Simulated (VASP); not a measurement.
A run of VASP 6.6.1:

File INCAR:

```
PREC     = Accurate       # precision mode
ENCUT    = 520            # plane-wave cutoff, eV
EDIFF    = 1E-6           # SCF threshold, eV
ISMEAR   = 0              # smearing method
SIGMA    = 0.1            # smearing width, eV
LREAL    = False          # projectors in reciprocal space
LASPH    = True           # aspherical terms in the spheres
NELM     = 80             # most SCF steps
ALGO     = Normal         # electronic algorithm
ISIF     = 2              # what is computed and relaxed
LWAVE    = False          # write WAVECAR
LCHARG   = False          # write CHGCAR
GGA      = PE             # functional
NBANDS   = 11             # bands
```

Contents of KPOINTS:

```
regular mesh
0
Gamma
  12 12 12
```

File POSCAR:

```
Sr
1.0
   -2.3886977500      2.3886977500      2.3886977500
    2.3886977500     -2.3886977500      2.3886977500
    2.3886977500      2.3886977500     -2.3886977500
Sr
1
Direct
    0.0000000000      0.0000000000      0.0000000000
```

Potentials or basis: VASP PAW PBE potentials, release 64 (Sr_sv).

Launch:

```sh
$ cat potpaw_PBE.64/Sr_sv/POTCAR > POTCAR
$ mpirun -np 1 vasp_std > vasp.out
```

Hardware: 1 thread of Intel Xeon 8259CL, on a shared host.

Question: How long does it take, and how much memory?

Answer: Run time: 34 s on 1 thread of Intel Xeon 8259CL (shared host), peak memory 0.2 GiB. Counts: scf iterations 11, k points 72.
